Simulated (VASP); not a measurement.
**Zr: single point with PBE+D3(BJ)**

Crystal: Zr.

```
CELL_PARAMETERS angstrom
3.16738 0.00000 0.00000
-1.58369 2.74303 0.00000
0.00000 0.00000 10.32149
ATOMIC_POSITIONS crystal
Zr 0.00000 0.00000 0.00000
Zr 0.33333 0.66667 0.25000
Zr 0.00000 0.00000 0.50000
Zr 0.66667 0.33333 0.75000
```

```json
{
  "Program": "VASP 6.6.1",
  "Task": "single point",
  "Functional": "PBE",
  "Dispersion": "D3(BJ)",
  "Potentials or basis": "VASP PAW PBE potentials, release 64 (Zr_sv)",
  "Cutoff": "500 eV",
  "k mesh": "18 × 18 × 4",
  "Occupations": "gaussian, width 0.1 eV",
  "Spin": "no spin polarisation"
}
```

- Pressure: 0.0 GPa
- Band gap on the k mesh: zero (bands 24 and 25 overlap by 1.43 eV)
- Dispersion energy per atom: -0.550 eV

Levels at points of the mesh, in eV from the Fermi level:
```
           k point  band 20  band 21  band 22  band 23  band 24  band 25  band 26  band 27  band 28  band 29
(0.00, 0.00, 0.00)    -3.06    -0.02     0.03     0.78     0.78     0.91     0.91     0.95     1.23     1.27
(0.50, 0.00, 0.00)    -2.18    -1.57    -1.37    -1.18    -0.10     0.20     0.76     1.33     1.89     2.47
(0.00, 0.00, 0.50)    -3.15     0.47     0.47     0.55     0.55     0.94     0.94     0.94     0.94     1.20
(0.50, 0.00, 0.50)    -2.68    -1.98    -1.98    -0.07    -0.07     0.96     0.96     1.20     1.20     1.84
```

Wall time 3.8 min on 1 thread of Intel(R) Xeon(R) Platinum 8259CL CPU @ 2.50GHz (Skylake/Cascade Lake), on a shared host, peak memory 0.35 GiB.
